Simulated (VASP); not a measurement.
# CsCdCl3 (P4/mmm) in VASP: further runs, part 2 of 2

VASP 6.6.1. The steps go on from the part before.

### Step 4. Single point, LDA (strain +0.000 along x and y, -0.015 along z)

Input file INCAR:

```
SYSTEM = CsCdCl3
  ALGO = Normal
  EDIFF = 1E-6
  ENCUT = 520
  ISIF = 2
  ISMEAR = 0
  LASPH = .True.
  LCHARG = .False.
  LREAL = .False.
  LWAVE = .False.
  NBANDS = 29
  NELM = 60
  PREC = Accurate
  SIGMA = 0.05
```

Input file KPOINTS:

```
k-points
0
Gamma
  6 6 6
  0 0 0
```

Input file POSCAR:

```
CsCdCl3
1.0
    5.2000000000      0.0000000000      0.0000000000
    0.0000000000      5.2000000000      0.0000000000
    0.0000000000      0.0000000000      5.1220000000
Cs Cd Cl
1 1 3
Direct
    0.0000000000      0.0000000000      0.0000000000
    0.5000000000      0.5000000000      0.5000000000
    0.0000000000      0.5000000000      0.5000000000
    0.5000000000      0.0000000000      0.5000000000
    0.5000000000      0.5000000000      0.0000000000
```

Potentials or basis: VASP PAW LDA potentials, release 64 (Cs_sv, Cd, Cl).

Launch:

```
> cat potpaw_LDA.64/Cs_sv/POTCAR potpaw_LDA.64/Cd/POTCAR potpaw_LDA.64/Cl/POTCAR > POTCAR
> mpirun -np 1 vasp_std > vasp.out
```

OUTCAR:

```text
SYSTEM = CsCdCl3
   EDIFF = 1E-6
   ENCUT = 520
   ISIF = 2
   ISMEAR = 0
   LASPH = .True.
   LREAL = .False.
   NELM = 60
   PREC = Accurate

 ion  position               nearest neighbor table
   1  0.000  0.000  0.000-
   2  0.500  0.500  0.500-   5 2.56   5 2.56   3 2.60   4 2.60   4 2.60   3 2.60
   3  0.000  0.500  0.500-   2 2.60   2 2.60
   4  0.500  0.000  0.500-   2 2.60   2 2.60
   5  0.500  0.500  0.000-   2 2.56   2 2.56

  LATTYP: Found a simple tetragonal cell.
 ALAT       =     5.2000000000
 C/A-ratio  =     0.9850000000

  Lattice vectors:

 A1 = (   5.2000000000,   0.0000000000,   0.0000000000)
 A2 = (   0.0000000000,   5.2000000000,   0.0000000000)
 A3 = (   0.0000000000,   0.0000000000,   5.1220000000)

Analysis of symmetry for initial positions (statically):
=====================================================================
 Subroutine PRICEL returns:
 Original cell was already a primitive cell.

[... 170 lines left out ...]
  ext. energy  EPLUGINS =         0.00000000
  ---------------------------------------------------
  free energy    TOTEN  =       -16.82274270 eV

  energy without entropy =      -16.82274270  energy(sigma->0) =      -16.82274270

 E-fermi :   0.3103     XC(G=0):  -9.2077

 val. band max:        0.0756529652   @ k =   0.5000   0.5000   0.5000
 cond. band min:       1.6087126463   @ k =   0.0000   0.0000   0.0000
 fundamental gap:      1.5330596811
 Fermi energy:         0.3103486584

 k-point     1 :       0.0000    0.0000    0.0000
  band No.  band energies     occupation
      1     -18.9138      2.00000
      2     -13.6035      2.00000
      3     -13.0471      2.00000
      4     -12.9890      2.00000
      5      -6.5590      2.00000
      6      -6.5590      2.00000
[... 757 lines left out ...]
     28       8.5331      0.00000
     29       8.7524      0.00000

 [... further k-points ...]
[... 5 lines left out ...]
  --------------------------------------------------------------------------------------
  -------------------------------------------------------------------------------------
  Total       -1.1837802     -1.1837802     -0.5748205      0.0000000      0.0000000      0.0000000
  in kB      -13.6941594    -13.6941594     -6.6496162      0.0000000      0.0000000      0.0000000
  external PRESSURE =     -11.3459784 kB  Pullay stress =       0.0000000 kB

 VOLUME and BASIS-vectors are now :
 -----------------------------------------------------------------------------
  energy-cutoff  :      520.00
  volume of cell :      138.50
      direct lattice vectors                 reciprocal lattice vectors
     5.200000000  0.000000000  0.000000000     0.192307692  0.000000000  0.000000000
     0.000000000  5.200000000  0.000000000     0.000000000  0.192307692  0.000000000
     0.000000000  0.000000000  5.122000000     0.000000000  0.000000000  0.195236236

 POSITION                                       TOTAL-FORCE (eV/Angst)
 -----------------------------------------------------------------------------------
      0.00000      0.00000      0.00000         0.000000      0.000000      0.000000
      2.60000      2.60000      2.56100         0.000000      0.000000      0.000000
      0.00000      2.60000      2.56100         0.000000      0.000000      0.000000
      2.60000      0.00000      2.56100         0.000000      0.000000      0.000000
      2.60000      2.60000      0.00000         0.000000      0.000000      0.000000
 -----------------------------------------------------------------------------------
    total drift:                                0.000000      0.000000     -0.000000

  FREE ENERGIE OF THE ION-ELECTRON SYSTEM (eV)
  ---------------------------------------------------
  free  energy   TOTEN  =       -16.8227426953 eV

  energy  without entropy=      -16.8227426953  energy(sigma->0) =      -16.82274270
```

OSZICAR:

```text
N       E                     dE             d eps       ncg     rms          rms(c)
DAV:   1     0.292062319476E+03    0.29206E+03   -0.19598E+04  2320   0.130E+03
DAV:   2     0.427833300403E+01   -0.28778E+03   -0.27863E+03  2880   0.275E+02
DAV:   3    -0.175680793421E+02   -0.21846E+02   -0.21769E+02  2815   0.787E+01
DAV:   4    -0.178287712132E+02   -0.26069E+00   -0.26050E+00  2961   0.960E+00
DAV:   5    -0.178323274309E+02   -0.35562E-02   -0.35560E-02  2874   0.112E+00    0.885E+00
DAV:   6    -0.169523889045E+02    0.87994E+00   -0.16383E+00  3052   0.139E+01    0.734E+00
DAV:   7    -0.168342803425E+02    0.11811E+00   -0.54923E-01  2728   0.572E+00    0.375E+00
DAV:   8    -0.168258070376E+02    0.84733E-02   -0.17466E-01  2890   0.348E+00    0.866E-01
DAV:   9    -0.168228113009E+02    0.29957E-02   -0.21355E-02  2780   0.157E+00    0.218E-01
DAV:  10    -0.168227376448E+02    0.73656E-04   -0.19560E-03  2897   0.298E-01    0.484E-02
DAV:  11    -0.168227428162E+02   -0.51714E-05   -0.91626E-05  2781   0.721E-02    0.207E-02
DAV:  12    -0.168227427394E+02    0.76770E-07   -0.11774E-05  2966   0.203E-02    0.370E-03
DAV:  13    -0.168227426953E+02    0.44115E-07   -0.58926E-07  1743   0.468E-03
   1 F= -.16822743E+02 E0= -.16822743E+02  d E =-.419560E-13
```

stdout:

```text
POSCAR found type information on POSCAR CsCdCl
 POSCAR found :  3 types and       5 ions
 scaLAPACK will be used
 LDA part: xc-table for (Slater(with rela. corr.)+CA(PZ))
 , standard interpolation
 POSCAR, INCAR and KPOINTS ok, starting setup
 FFT: planning ... GRIDC
 FFT: planning ... GRID_SOFT
 FFT: planning ... GRID
 WAVECAR not read
 entering main loop
```

It took 1.7 min on 1 thread of Intel Xeon Platinum 8488C (Sapphire Rapids), shared host; peak memory 0.29 GiB.

Results:

```
Free energy            : -16.8227 eV
Pressure               : -1.1 GPa
Band gap on the k mesh : 1.53 eV (least direct gap 2.19 eV)
```

Caveat: the cell differs from its parent crystal (strain +0.000 along x and y, -0.015 along z); spin-orbit coupling is left out, which moves the levels of the heavy elements.

### Step 5. The runs side by side

| cell | gap on the mesh (eV) | pressure (GPa) |
| --- | --- | --- |
| a = 5.200, b = 5.200, c = 5.044 Å, 5 atoms | 1.53 | -0.5 |
| a = 5.122, b = 5.122, c = 5.200 Å, 5 atoms | 1.55 | -0.6 |
| a = 5.200, b = 5.200, c = 5.122 Å, 5 atoms | 1.53 | -1.1 |

Alike in all rows: task single point; level LDA; potentials or basis VASP PAW LDA potentials, release 64 (Cs_sv, Cd, Cl); no spin polarisation; k mesh 6 × 6 × 6; cutoff (eV) 520; smearing gaussian 0.05 eV.

Caveats: spin-orbit coupling is left out, which moves the levels of the heavy elements.

Total energies depend on the potentials used, so only differences within one code and one set of settings carry meaning.
